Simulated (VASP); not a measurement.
Input of a VASP 6.6.1 run:

INCAR

```
PREC     = Accurate       # precision mode
ENCUT    = 520            # plane-wave cutoff, eV
EDIFF    = 1E-6           # SCF threshold, eV
ISMEAR   = -1             # smearing method
SIGMA    = 0.1            # smearing width, eV
LREAL    = F              # projectors in reciprocal space
LASPH    = T              # aspherical terms in the spheres
NELM     = 150            # most SCF steps
ALGO     = Normal         # electronic algorithm
ISIF     = 2              # what is computed and relaxed
LWAVE    = F              # write WAVECAR
LCHARG   = F              # write CHGCAR
ISPIN    = 2              # spin polarisation
MAGMOM   = 1.5 0          # initial moments
LORBIT   = 11             # projections on sites
LMAXMIX  = 4              # l up to which the mixer works
GGA      = PS             # functional
NBANDS   = 18             # bands
```

File KPOINTS:

```
regular mesh
0
Gamma
  12 12 12
```

POSCAR

```
VH
1.0
    0.0000000000      1.9514106145      1.9514106145
    1.9514106145      0.0000000000      1.9514106145
    1.9514106145      1.9514106145      0.0000000000
V H
1 1
Direct
    0.0000000000      0.0000000000      0.0000000000
    0.5000000000      0.5000000000      0.5000000000
```

Potentials or basis: VASP PAW PBE potentials, release 64 (V_sv, H).

The run is started by

```sh
$ cat potpaw_PBE.64/V_sv/POTCAR potpaw_PBE.64/H/POTCAR > POTCAR
$ mpirun -np 1 vasp_std > vasp.out
```

Problem. Estimate the net moment.

Solution. 0.00 μB per cell.

Problem. What does it give for the band gap on the k mesh?

Solution. Zero (filled and empty bands overlap).

Caveat: the moments typed at the start vanished in this run.
